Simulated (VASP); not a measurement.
# Ti (P6/mmm) in VASP: a series of runs

Ti is run at these levels: PBE; tasks: single point.

Program: VASP 6.6.1. These are calculated values, not measurements. Logs are shortened: lines on timing, memory, paths and dates and some standing lists are left out, and cuts for length are marked.

## 1. The cell of the first run

It takes space group P6/mmm (No. 191, hexagonal). Conventional cell: a = 4.672 Å, b = 4.672 Å, c = 2.884 Å, α = 90.00°, β = 90.00°, γ = 120.00°. Within 3.8 Å of Ti (site symmetry 6/mmm) lie 14 Ti at 2.88 to 3.06 Å. Within 3.6 Å of Ti (site symmetry -6m2) lie 11 Ti at 2.70 to 3.06 Å.

This isn't the form of Ti at room conditions, which is hcp.

## 2. Single point, PBE (18.17 Å³/atom)

Input file INCAR:

```
ALGO = Fast
EDIFF = 1E-6
ENCUT = 520
GGA = PE
ISIF = 2
ISMEAR = 0
LASPH = T
LCHARG = T
LELF = T
LREAL = F
LVHAR = T
LWAVE = F
NBANDS = 25
NELM = 80
PREC = Accurate
SIGMA = 0.1
```

Input file KPOINTS:

```
k-points
0
Gamma
  12 12 14
```

Input file POSCAR:

```
Ti
1.0
    4.6717563655      0.0000000000      0.0000000000
   -2.3358781827      4.0458596928      0.0000000000
    0.0000000000      0.0000000000      2.8842916279
Ti
3
Direct
    0.0000000000      0.0000000000      0.0000000000
    0.3333333333      0.6666666667      0.5000000000
    0.6666666667      0.3333333333      0.5000000000
```

Potentials or basis: VASP PAW PBE potentials, release 64 (Ti_sv).

The run is started by

```
cat potpaw_PBE.64/Ti_sv/POTCAR > POTCAR
mpirun -np 1 vasp_std > vasp.out
```

OUTCAR:

```text
EDIFF = 1E-6
   ENCUT = 520
   GGA = PE
   ISIF = 2
   ISMEAR = 0
   LASPH = T
   LREAL = F
   NELM = 80
   PREC = Accurate

 ion  position               nearest neighbor table
   1  0.000  0.000  0.000-
   2  0.333  0.667  0.500-   3 2.70   3 2.70   3 2.70
   3  0.667  0.333  0.500-   2 2.70   2 2.70   2 2.70

  LATTYP: Found a hexagonal cell.
 ALAT       =     4.6717563655
 C/A-ratio  =     0.6173891364

  Lattice vectors:

 A1 = (   4.6717563655,   0.0000000000,   0.0000000000)
 A2 = (  -2.3358781827,   4.0458596928,   0.0000000000)
 A3 = (   0.0000000000,   0.0000000000,   2.8842916279)

Analysis of symmetry for initial positions (statically):
=====================================================================
 Subroutine PRICEL returns:
 Original cell was already a primitive cell.

 Routine SETGRP: Setting up the symmetry group for a
 hexagonal supercell.

 Subroutine GETGRP returns: Found 24 space group operations
 (whereof 24 operations were pure point group operations)
 out of a pool of 24 trial point group operations.

The static configuration has the point symmetry D_6h.

Analysis of symmetry for dynamics (positions and initial velocities):
=====================================================================
 Subroutine PRICEL returns:
 Original cell was already a primitive cell.

 Routine SETGRP: Setting up the symmetry group for a
 hexagonal supercell.

 Subroutine GETGRP returns: Found 24 space group operations
 (whereof 24 operations were pure point group operations)
 out of a pool of 24 trial point group operations.

The dynamic configuration has the point symmetry D_6h.

 Subroutine INISYM returns: Found 24 space group operations
 (whereof 24 operations are pure point group operations),
 and found     1 'primitive' translations

----------------------------------------------------------------------------------------

                                     Primitive cell

  volume of cell :      54.5168

  direct lattice vectors                    reciprocal lattice vectors
     4.671756366  0.000000000  0.000000000     0.214052258  0.123583129  0.000000000
    -2.335878183  4.045859693  0.000000000     0.000000000  0.247166258  0.000000000
     0.000000000  0.000000000  2.884291628     0.000000000  0.000000000  0.346705579

  length of vectors
     4.671756366  4.671756365  2.884291628     0.247166258  0.247166258  0.346705579

  position of ions in fractional coordinates (direct lattice)
     0.000000000  0.000000000  0.000000000
     0.333333333  0.666666667  0.500000000
     0.666666667  0.333333333  0.500000000

  ion indices of the primitive-cell ions
   primitive index   ion index
                 1           1
                 2           2
                 3           3

----------------------------------------------------------------------------------------

 KPOINTS: k-points

Automatic generation of k-mesh.
 Grid dimensions read from file:
 generate k-points for:   12   12   14

 Generating k-lattice:

  Cartesian coordinates                     Fractional coordinates (reciprocal lattice)
     0.017837688  0.010298594  0.000000000     0.083333333  0.000000000  0.000000000
     0.000000000  0.020597188  0.000000000     0.000000000  0.083333333  0.000000000
     0.000000000  0.000000000  0.024764684     0.000000000  0.000000000  0.071428571

  Length of vectors
     0.020597188  0.020597188  0.024764684

  Shift w.r.t. Gamma in fractional coordinates (k-lattice)
     0.000000000  0.000000000  0.000000000

 Subroutine IBZKPT returns following result:
 ===========================================

 Found    152 irreducible k-points:

 Following reciprocal coordinates:
            Coordinates               Weight
  0.000000  0.000000  0.000000      1.000000
  0.083333  0.000000  0.000000      6.000000
  0.166667  0.000000  0.000000      6.000000
  0.250000  0.000000  0.000000      6.000000
  0.333333  0.000000  0.000000      6.000000
  0.416667  0.000000  0.000000      6.000000
[... 16 lines left out ...]
  0.250000  0.000000  0.071429     12.000000
  0.333333  0.000000  0.071429     12.000000
 [... further k-points ...]
   k-points           NKPTS =    152   k-points in BZ     NKDIM =    152   number of bands    NBANDS=     25
   number of dos      NEDOS =    301   number of ions     NIONS =      3
   total plane-waves  NPLWV =  31104
   dimension x,y,z NGX =    36 NGY =   36 NGZ =   24
   dimension x,y,z NGXF=    72 NGYF=   72 NGZF=   48
   ions per type =               3
   NGX,Y,Z   is equivalent  to a cutoff of  12.81, 12.81, 13.83 a.u.
   NGXF,Y,Z  is equivalent  to a cutoff of  25.62, 25.62, 27.67 a.u.
 SYSTEM =  unknown system
   PREC   = accura    normal or accurate (medium, high low for compatibility)
   ISTART =      0    job   : 0-new  1-cont  2-samecut
   ICHARG =      2    charge: 1-file 2-atom 10-const
   ISPIN  =      1    spin polarized calculation?
   LNONCOLLINEAR =      F non collinear calculations
   LSORBIT =      F    spin-orbit coupling
   LASPH  =      T    aspherical Exc in radial PAW
   ENCUT  =  520.0 eV  38.22 Ry    6.18 a.u.   8.69  8.69  5.36*2*pi/ulx,y,z
   NELM   =     80;   NELMIN=  2; NELMDL= -5     # of ELM steps
   EDIFF  = 0.1E-05   stopping-criterion for ELM
   LREAL  =      F    real-space projection
   EDIFFG = 0.1E-04   stopping-criterion for IOM
   NSW    =      0    number of steps for IOM
   IBRION =     -1    ionic relax: 0-MD 1-quasi-New 2-CG
   NFREE  =      0    steps in history (QN), initial steepest desc. (CG)
   ISIF   =      2    stress and relaxation
   ISYM   =      2    0-nonsym 1-usesym 2-fastsym
   POTIM  = 0.5000    time-step for ionic-motion
   TEBEG  =    0.0;   TEEND  =   0.0 temperature during run
   PSTRESS=    0.0 pullay stress
   NELECT =      36.0000    total number of electrons
   NUPDOWN=      -1.0000    fix difference up-down
   EMIN   =  10.00;   EMAX   =-10.00  energy-range for DOS
   EFERMI =   0.00;   METHOD = LEGACY
   ISMEAR =     0;   SIGMA  =   0.10  broadening in eV -4-tet -1-fermi 0-gaus
   EFERMI_NEDOS =   21; number of points for ismear=-14 and -15
   IALGO  =     68    algorithm
   IMIX   =      4    mixing-type and parameters
     AMIX     =   0.40;   BMIX     =  1.00
     AMIX_MAG =   1.60;   BMIX_MAG =  1.00
  volume/ion in A,a.u.               =      18.17       122.63
  Fermi-wavevector in a.u.,A,eV,Ry     =   1.425604  2.694001 27.651761  2.032347
  Thomas-Fermi vector in A             =   2.545970
   LORBIT       =      0    0 simple, 1 ext, 2 COOP (PROOUT), +10 PAW based schemes
   GGA     = PE    functional components
   LHFCALC =     F    Hartree Fock is set to
   AEXX    =    0.0000 exact exchange contribution
   IVDW    =     0    specifies the selected vdW correction
   LEPSILON=     F    determine dielectric tensor
   LRPA    =     F    only Hartree local field effects (RPA)
 non-spin polarized calculation
 RMM-DIIS sequential band-by-band and
 Gauss-broadening in eV      SIGMA  =   0.10
  energy-cutoff  :      520.00
  volume of cell :       54.52
 maximum number of plane-waves:      1487
 NGX is ok and might be reduce to    36
   NGX = 17   NGY = 17   NGZ = 11

 number of electron      36.0000010 magnetization

 Free energy of the ion-electron system (eV)
  ---------------------------------------------------
  ext. energy  EPLUGINS =         0.00000000
  ---------------------------------------------------
  free energy    TOTEN  =       -23.46738180 eV

  energy without entropy =      -23.45384575  energy(sigma->0) =      -23.46061378

 E-fermi :   7.7477     XC(G=0): -11.2864

 val. band max:        7.7454960478   @ k =   0.5000   0.0000   0.2143
 cond. band min:       7.7491056885   @ k =   0.3333   0.3333   0.2143
 fundamental gap:      0.0036096406
 Fermi energy:         7.7476733263

 k-point     1 :       0.0000    0.0000    0.0000
  band No.  band energies     occupation
      1     -49.2584      2.00000
      2     -48.9850      2.00000
      3     -48.8517      2.00000
      4     -25.5519      2.00000
      5     -25.5519      2.00000
      6     -25.3981      2.00000
[... 17 lines left out ...]
     24       9.5602      0.00000
     25       9.5619      0.00000

 k-point     2 :       0.0833    0.0000    0.0000
  band No.  band energies     occupation
      1     -49.2579      2.00000
      2     -48.9834      2.00000
      3     -48.8539      2.00000
      4     -25.5630      2.00000
      5     -25.5601      2.00000
      6     -25.3871      2.00000
[... 17 lines left out ...]
     24       9.3153      0.00000
     25       9.7566      0.00000

 k-point     3 :       0.1667    0.0000    0.0000
  band No.  band energies     occupation
      1     -49.2565      2.00000
      2     -48.9787      2.00000
      3     -48.8602      2.00000
      4     -25.5879      2.00000
      5     -25.5718      2.00000
      6     -25.3625      2.00000
[... 17 lines left out ...]
     24       9.2034      0.00000
     25       9.9723      0.00000

 k-point     4 :       0.2500    0.0000    0.0000
  band No.  band energies     occupation
      1     -49.2547      2.00000
      2     -48.9711      2.00000
      3     -48.8699      2.00000
      4     -25.6149      2.00000
      5     -25.5728      2.00000
      6     -25.3359      2.00000
[... 17 lines left out ...]
     24       9.4068      0.00000
     25      10.1898      0.00000
[... 477 lines left out ...]
 k-point    22 :       0.1667    0.0000    0.0714
  band No.  band energies     occupation
      1     -49.2541      2.00000
      2     -48.9768      2.00000
      3     -48.8581      2.00000
      4     -25.5830      2.00000
      5     -25.5679      2.00000
      6     -25.3616      2.00000
[... 17 lines left out ...]
     24       9.2265      0.00000
     25      10.0330      0.00000

 k-point    23 :       0.2500    0.0000    0.0714
  band No.  band energies     occupation
      1     -49.2524      2.00000
      2     -48.9690      2.00000
      3     -48.8678      2.00000
      4     -25.6094      2.00000
      5     -25.5694      2.00000
      6     -25.3361      2.00000
[... 17 lines left out ...]
     24       9.3915      0.00000
     25      10.2754      0.00000

 k-point    24 :       0.3333    0.0000    0.0714
  band No.  band energies     occupation
      1     -49.2507      2.00000
      2     -48.9591      2.00000
      3     -48.8796      2.00000
      4     -25.6315      2.00000
      5     -25.5579      2.00000
      6     -25.3149      2.00000
[... 17 lines left out ...]
     24       9.6728      0.00000
     25      10.2133      0.00000

 [... further k-points ...]

------------------------ aborting loop because EDIFF is reached ----------------------------------------

  FORCE on cell =-STRESS in cart. coord.  units (eV):
  Direction    XX          YY          ZZ          XY          YZ          ZX
  --------------------------------------------------------------------------------------
  -------------------------------------------------------------------------------------
  Total       -2.1388563     -2.1388563     -2.1798220     -0.0000000      0.0000000      0.0000000
  in kB      -62.8582105    -62.8582105    -64.0621404     -0.0000000      0.0000000      0.0000000
  external PRESSURE =     -63.2595205 kB  Pullay stress =       0.0000000 kB

 VOLUME and BASIS-vectors are now :
 -----------------------------------------------------------------------------
  energy-cutoff  :      520.00
  volume of cell :       54.52
      direct lattice vectors                 reciprocal lattice vectors
     4.671756366  0.000000000  0.000000000     0.214052258  0.123583129  0.000000000
    -2.335878183  4.045859693  0.000000000     0.000000000  0.247166258  0.000000000
     0.000000000  0.000000000  2.884291628     0.000000000  0.000000000  0.346705579

 POSITION                                       TOTAL-FORCE (eV/Angst)
 -----------------------------------------------------------------------------------
      0.00000      0.00000      0.00000         0.000000      0.000000     -0.000000
     -0.00000      2.69724      1.44215        -0.000000      0.000000      0.000000
      2.33588      1.34862      1.44215         0.000000     -0.000000     -0.000000
 -----------------------------------------------------------------------------------
    total drift:                                0.000000      0.000000     -0.000000

  FREE ENERGIE OF THE ION-ELECTRON SYSTEM (eV)
  ---------------------------------------------------
  free  energy   TOTEN  =       -23.4673817994 eV

  energy  without entropy=      -23.4538457541  energy(sigma->0) =      -23.46061378
```

Run time: 5.9 min. Hardware: 1 thread of Intel Xeon Platinum 8488C (Sapphire Rapids), shared host; peak memory 0.29 GiB.

Results:

```yaml
Free_energy: -23.4674 eV
Pressure: -6.3 GPa
Band_gap_on_the_k_mesh: zero (bands 18 and 19 overlap by 0.22 eV)
```

Stress tensor (GPa, compression positive):
```
-6.29  0.00  0.00
 0.00 -6.29  0.00
 0.00  0.00 -6.41
```

Caveat: the cell stands under tension.

## 3. Single point, PBE (18.86 Å³/atom)

This run uses another cell than the first one, of 18.86 Å³/atom.

Input file INCAR:

```
PREC = Accurate
ENCUT = 520
EDIFF = 1E-6
ISMEAR = 0
SIGMA = 0.1
LREAL = F
LASPH = T
NELM = 100
ALGO = Fast
ISIF = 2
LWAVE = F
LCHARG = T
GGA = PE
LELF = T
LVHAR = T
NBANDS = 25
```

Input file KPOINTS:

```
Automatic mesh
0
Gamma
  12 12 14
```

Input file POSCAR:

```
Ti
1.0
    4.7332135534      0.0000000000      0.0000000000
   -2.3666067767      4.0990831788      0.0000000000
    0.0000000000      0.0000000000      2.9159103165
Ti
3
Direct
    0.0000000000      0.0000000000      0.0000000000
    0.3333333333      0.6666666667      0.5000000000
    0.6666666667      0.3333333333      0.5000000000
```

Potentials or basis: VASP PAW PBE potentials, release 64 (Ti_sv).

The run is started by

```
cat potpaw_PBE.64/Ti_sv/POTCAR > POTCAR
mpirun -np 1 vasp_std > vasp.out
```

OUTCAR:

```text
PREC = Accurate
   ENCUT = 520
   EDIFF = 1E-6
   ISMEAR = 0
   LREAL = F
   LASPH = T
   NELM = 100
   ISIF = 2
   GGA = PE

 ion  position               nearest neighbor table
   1  0.000  0.000  0.000-
   2  0.333  0.667  0.500-   3 2.73   3 2.73   3 2.73
   3  0.667  0.333  0.500-   2 2.73   2 2.73   2 2.73

  LATTYP: Found a hexagonal cell.
 ALAT       =     4.7332135534
 C/A-ratio  =     0.6160529804

  Lattice vectors:

 A1 = (   4.7332135534,   0.0000000000,   0.0000000000)
 A2 = (  -2.3666067767,   4.0990831788,   0.0000000000)
 A3 = (   0.0000000000,   0.0000000000,   2.9159103165)

Analysis of symmetry for initial positions (statically):
=====================================================================
 Subroutine PRICEL returns:
 Original cell was already a primitive cell.

 Routine SETGRP: Setting up the symmetry group for a
 hexagonal supercell.

[... 164 lines left out ...]
  ext. energy  EPLUGINS =         0.00000000
  ---------------------------------------------------
  free energy    TOTEN  =       -23.37037574 eV

  energy without entropy =      -23.35694607  energy(sigma->0) =      -23.36366091

 E-fermi :   7.3740     XC(G=0): -11.1154

 val. band max:        7.3652895664   @ k =   0.4167   0.0833   0.1429
 cond. band min:       7.3753253584   @ k =   0.4167   0.1667   0.2857
 fundamental gap:      0.0100357919
 Fermi energy:         7.3739899920

 k-point     1 :       0.0000    0.0000    0.0000
  band No.  band energies     occupation
      1     -49.6972      2.00000
      2     -49.4234      2.00000
      3     -49.3074      2.00000
      4     -25.9806      2.00000
      5     -25.9806      2.00000
      6     -25.8096      2.00000
[... 661 lines left out ...]
     24       9.2159      0.00000
     25       9.7502      0.00000

 [... further k-points ...]

------------------------ aborting loop because EDIFF is reached ----------------------------------------

  FORCE on cell =-STRESS in cart. coord.  units (eV):
  Direction    XX          YY          ZZ          XY          YZ          ZX
  --------------------------------------------------------------------------------------
  -------------------------------------------------------------------------------------
  Total       -3.2435818     -3.2435818     -3.2029521      0.0000000      0.0000000      0.0000000
  in kB      -91.8583080    -91.8583080    -90.7076759      0.0000000      0.0000000      0.0000000
  external PRESSURE =     -91.4747640 kB  Pullay stress =       0.0000000 kB

 VOLUME and BASIS-vectors are now :
 -----------------------------------------------------------------------------
  energy-cutoff  :      520.00
  volume of cell :       56.57
      direct lattice vectors                 reciprocal lattice vectors
     4.733213553  0.000000000  0.000000000     0.211272952  0.121978496  0.000000000
    -2.366606777  4.099083179  0.000000000     0.000000000  0.243956991  0.000000000
     0.000000000  0.000000000  2.915910317     0.000000000  0.000000000  0.342946076

 POSITION                                       TOTAL-FORCE (eV/Angst)
 -----------------------------------------------------------------------------------
      0.00000      0.00000      0.00000        -0.000000      0.000000     -0.000000
     -0.00000      2.73272      1.45796         0.000000      0.000000      0.000000
      2.36661      1.36636      1.45796        -0.000000      0.000000     -0.000000
 -----------------------------------------------------------------------------------
    total drift:                                0.000000      0.000000     -0.000000

  FREE ENERGIE OF THE ION-ELECTRON SYSTEM (eV)
  ---------------------------------------------------
  free  energy   TOTEN  =       -23.3703757449 eV

  energy  without entropy=      -23.3569460687  energy(sigma->0) =      -23.36366091
```

stdout:

```text
POSCAR found type information on POSCAR Ti
 POSCAR found :  1 types and       3 ions
 scaLAPACK will be used
 LDA part: xc-table for (Slater+PW92), standard interpolation
 POSCAR, INCAR and KPOINTS ok, starting setup
 FFT: planning ... GRIDC
 FFT: planning ... GRID_SOFT
 FFT: planning ... GRID
 WAVECAR not read
 entering main loop
WARNING in EDDRMM: call to ZHEGV failed, returncode =   8  4      4
WARNING in EDDRMM: call to ZHEGV failed, returncode =   8  4     12
WARNING in EDDRMM: call to ZHEGV failed, returncode =   8  4     24
WARNING in EDDRMM: call to ZHEGV failed, returncode =   6  3     20
WARNING in EDDRMM: call to ZHEGV failed, returncode =   8  4     19
WARNING in EDDRMM: call to ZHEGV failed, returncode =   6  3     21
WARNING in EDDRMM: call to ZHEGV failed, returncode =   6  3     14
WARNING in EDDRMM: call to ZHEGV failed, returncode =   6  3     15
WARNING in EDDRMM: call to ZHEGV failed, returncode =   6  3     24
WARNING in EDDRMM: call to ZHEGV failed, returncode =   6  3     23
WARNING in EDDRMM: call to ZHEGV failed, returncode =   8  4      6
WARNING in EDDRMM: call to ZHEGV failed, returncode =   8  4     17
WARNING in EDDRMM: call to ZHEGV failed, returncode =   6  3     19
WARNING in EDDRMM: call to ZHEGV failed, returncode =   6  3     23
WARNING in EDDRMM: call to ZHEGV failed, returncode =   8  4      9
WARNING in EDDRMM: call to ZHEGV failed, returncode =   6  3     17
WARNING in EDDRMM: call to ZHEGV failed, returncode =   8  4     23
WARNING in EDDRMM: call to ZHEGV failed, returncode =   6  3     14
WARNING in EDDRMM: call to ZHEGV failed, returncode =   8  4     20
```

It took 5.7 min on 1 thread of Intel Xeon Platinum 8488C (Sapphire Rapids), shared host; peak memory 0.29 GiB.

Results:

- Free energy: -23.3704 eV
- Pressure: -9.1 GPa
- Band gap on the k mesh: zero (bands 18 and 19 overlap by 0.23 eV)

Stress tensor (GPa, compression positive):
```
-9.19  0.00  0.00
 0.00 -9.19  0.00
 0.00  0.00 -9.07
```

Caveat: the cell stands under tension.
